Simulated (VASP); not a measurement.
# Fe (Fm-3m) in VASP: a series of runs, part 2 of 2

VASP 6.6.1. The steps go on from the part before.

## Step 3: Single point, r2SCAN (volume scaled by 0.92)

The input, POSCAR:

```
Fe
1.0
    0.0000000000      1.6594987677      1.6594987677
    1.6594987677      0.0000000000      1.6594987677
    1.6594987677      1.6594987677      0.0000000000
Fe
1
Direct
    0.0000000000      0.0000000000      0.0000000000
```

The input, INCAR.step1:

```
ALGO = Normal ; EDIFF = 1E-4
ENCUT = 520 ; GGA = PE
ISMEAR = -1 ; LASPH = True
LCHARG = False ; LREAL = False
LWAVE = True ; NBANDS = 10
NELM = 60 ; PREC = Accurate
SIGMA = 0.1
```

The input, INCAR.step2:

```
ALGO = Normal ; EDIFF = 1E-6
ENCUT = 520 ; ISIF = 2
ISMEAR = -1 ; ISTART = 1
LASPH = True ; LCHARG = False
LMIXTAU = True ; LREAL = False
LWAVE = False ; METAGGA = R2SCAN
NBANDS = 10 ; NELM = 60
PREC = Accurate ; SIGMA = 0.1
```

The input, KPOINTS:

```
k-points
0
Gamma
  18 18 18
```

Potentials or basis: VASP PAW PBE potentials, release 64 (Fe).

Launch:

```bash
$ cat potpaw_PBE.64/Fe/POTCAR > POTCAR
$ cp INCAR.step1 INCAR
$ mpirun -np 1 vasp_std > vasp.out
$ cp INCAR.step2 INCAR
$ mpirun -np 1 vasp_std > vasp.out
```

OUTCAR:

```text
EDIFF = 1E-6
   ENCUT = 520
   ISIF = 2
   ISMEAR = -1
   ISTART = 1
   LASPH = True
   LREAL = False
   METAGGA = R2SCAN
   NELM = 60
   PREC = Accurate

 ion  position               nearest neighbor table
   1  0.000  0.000  0.000-

  LATTYP: Found a face centered cubic cell.
 ALAT       =     3.3189975354

  Lattice vectors:

 A1 = (   0.0000000000,   1.6594987677,   1.6594987677)
 A2 = (   1.6594987677,   0.0000000000,   1.6594987677)
 A3 = (   1.6594987677,   1.6594987677,   0.0000000000)

Analysis of symmetry for initial positions (statically):
=====================================================================
 Subroutine PRICEL returns:
 Original cell was already a primitive cell.

 Routine SETGRP: Setting up the symmetry group for a
 face centered cubic supercell.

 Subroutine GETGRP returns: Found 48 space group operations
 (whereof 48 operations were pure point group operations)
 out of a pool of 48 trial point group operations.

The static configuration has the point symmetry O_h .

[... 154 lines left out ...]
  free energy    TOTEN  =       -13.55755442 eV

  energy without entropy =      -13.51081604  energy(sigma->0) =      -13.53418523

 E-fermi :   7.9855     XC(G=0): -15.7968

 val. band max:        7.9686506831   @ k =  -0.2778   0.1111   0.0000
 cond. band min:       7.9860367368   @ k =   0.1667   0.0556   0.0000
 fundamental gap:      0.0173860537
 Fermi energy:         7.9854510023

 k-point     1 :       0.0000    0.0000    0.0000
  band No.  band energies     occupation
      1      -2.0006      2.00000
      2       6.0295      2.00000
      3       6.0295      2.00000
      4       6.0295      2.00000
      5       7.9013      1.39771
      6       7.9013      1.39771
      7      33.3335      0.00000
      8      40.1611      0.00000
      9      40.1611      0.00000
     10      40.1612      0.00000
[... 287 lines left out ...]
 k-point    24 :      -0.2222    0.0556    0.0000
  band No.  band energies     occupation
      1       0.5826      2.00000
      2       5.2992      2.00000
      3       6.3426      2.00000
      4       6.4381      2.00000
      5       7.7472      1.83095
      6       8.3242      0.06539
      7      27.0476      0.00000
      8      33.2472      0.00000
      9      37.9023      0.00000
     10      40.7557      0.00000

 [... further k-points ...]
[... 5 lines left out ...]
  --------------------------------------------------------------------------------------
  -------------------------------------------------------------------------------------
  Total        1.8449394      1.8449394      1.8449394      0.0000000      0.0000000      0.0000000
  in kB      323.3939452    323.3939452    323.3939452      0.0000000      0.0000000      0.0000000
  external PRESSURE =     323.3939452 kB  Pullay stress =       0.0000000 kB

 VOLUME and BASIS-vectors are now :
 -----------------------------------------------------------------------------
  energy-cutoff  :      520.00
  volume of cell :        9.14
      direct lattice vectors                 reciprocal lattice vectors
     0.000000000  1.659498768  1.659498768    -0.301295795  0.301295795  0.301295795
     1.659498768  0.000000000  1.659498768     0.301295795 -0.301295795  0.301295795
     1.659498768  1.659498768  0.000000000     0.301295795  0.301295795 -0.301295795

 POSITION                                       TOTAL-FORCE (eV/Angst)
 -----------------------------------------------------------------------------------
      0.00000      0.00000      0.00000         0.000000     -0.000000      0.000000
 -----------------------------------------------------------------------------------
    total drift:                                0.000000     -0.000000     -0.000000

  FREE ENERGIE OF THE ION-ELECTRON SYSTEM (eV)
  ---------------------------------------------------
  free  energy   TOTEN  =       -13.5575544160 eV

  energy  without entropy=      -13.5108160414  energy(sigma->0) =      -13.53418523
```

OUTCAR.step1:

```text
EDIFF = 1E-4
   ENCUT = 520
   GGA = PE
   ISMEAR = -1
   LASPH = True
[... 527 lines left out ...]

 POSITION                                       TOTAL-FORCE (eV/Angst)
 -----------------------------------------------------------------------------------
      0.00000      0.00000      0.00000        -0.000000      0.000000     -0.000000
 -----------------------------------------------------------------------------------
    total drift:                                0.000000     -0.000000     -0.000000

  FREE ENERGIE OF THE ION-ELECTRON SYSTEM (eV)
  ---------------------------------------------------
  free  energy   TOTEN  =        -7.9718594329 eV

  energy  without entropy=       -7.9236958807  energy(sigma->0) =       -7.94777766
```

OSZICAR.step1:

```text
N       E                     dE             d eps       ncg     rms          rms(c)
DAV:   1     0.169956328732E+02    0.16996E+02   -0.44582E+03  4158   0.112E+03
DAV:   2    -0.888612926566E+01   -0.25882E+02   -0.24338E+02  3952   0.135E+02
DAV:   3    -0.940266540131E+01   -0.51654E+00   -0.51205E+00  4318   0.237E+01
DAV:   4    -0.940438448153E+01   -0.17191E-02   -0.17189E-02  4194   0.126E+00
DAV:   5    -0.940439436148E+01   -0.98799E-05   -0.98801E-05  3986   0.946E-02    0.138E+01
DAV:   6    -0.805612399535E+01    0.13483E+01   -0.95204E+00  4222   0.503E+01    0.108E+00
DAV:   7    -0.799379303888E+01    0.62331E-01   -0.24900E-01  4300   0.826E+00    0.975E-01
DAV:   8    -0.797571867382E+01    0.18074E-01   -0.72803E-03  5460   0.683E-01    0.365E-01
DAV:   9    -0.797188136771E+01    0.38373E-02   -0.21389E-03  4936   0.341E-01    0.549E-02
DAV:  10    -0.797185943285E+01    0.21935E-04   -0.22141E-05  2072   0.593E-02
   1 F= -.79718594E+01 E0= -.79477777E+01  d E =-.481636E-01
```

Run time: 36 s. Hardware: 1 thread of Intel Xeon Platinum 8488C (Sapphire Rapids), shared host; peak memory 0.13 GiB.

What came out:

```
Free energy            : -13.5576 eV
Pressure               : 32.3 GPa
Band gap on the k mesh : zero (band 4 reaches 9.56 eV, above the bottom of band 5 at 7.13 eV)
```

Caveat: the PAW data sets were made with another functional, which shifts forces and pressure a little; the run has no spin polarisation, though such a crystal can be magnetic. Spin polarisation is off, so any magnetic state and its effect on volume and gap are missing.
